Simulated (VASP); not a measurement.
Write the native input for VASP 6.6.1 that does the following.

* Task: single point
* Functional: PBE
* Potentials or basis: VASP PAW PBE potentials, release 64 (Be, Te, As)
* Cutoff: 520 eV
* k mesh: 9 × 9 × 6
* Occupations: gaussian, width 0.1 eV
* Spin: no spin polarisation
* Dipole correction: no
* Further INCAR settings: ALGO = Normal; EDIFF = 1e-07; NBANDS = 21

The structure of Be4TeAs2 lies in POSCAR:

```
Be4TeAs2
1.0
    4.6474041072      0.0000000000      0.0000000000
   -2.3237020536      4.0247700185      0.0000000000
    0.0000000000      0.0000000000      6.5641715848
Be Te As
4 1 2
Direct
    0.3333333333      0.6666666667      0.3430314004
    0.6666666667      0.3333333333      0.3430314004
    0.6666666667      0.3333333333      0.6569685996
    0.3333333333      0.6666666667      0.6569685996
    0.0000000000      0.0000000000      0.5000000000
    0.3333333333      0.6666666667      0.0000000000
    0.6666666667      0.3333333333      0.0000000000
```

The input as run:

INCAR

```
PREC = Accurate ; ENCUT = 520
EDIFF = 1E-7 ; ISMEAR = 0
SIGMA = 0.1 ; LREAL = False
LASPH = True ; NELM = 100
ALGO = Normal ; ISIF = 2
LWAVE = False ; LCHARG = True
GGA = PE ; LELF = True
LVHAR = True ; NBANDS = 21
```

KPOINTS

```
Automatic mesh
0
Gamma
  9 9 6
```

Potentials or basis: VASP PAW PBE potentials, release 64 (Be, Te, As).

Run with:

```sh
$ cat potpaw_PBE.64/Be/POTCAR potpaw_PBE.64/Te/POTCAR potpaw_PBE.64/As/POTCAR > POTCAR
$ mpirun -np 1 vasp_std > vasp.out
```

It gave:

The pressure is 0.1 GPa, the largest force is 0.012 eV/Å and the band gap on the k mesh is zero (band 12 reaches 6.23 eV, above the bottom of band 13 at 3.99 eV).

Caveat: spin-orbit coupling is left out, which moves the levels of the heavy elements.

Wall time 110 s on 1 thread of Intel(R) Xeon(R) Platinum 8259CL CPU @ 2.50GHz (Skylake/Cascade Lake), on a shared host, peak memory 0.32 GiB.
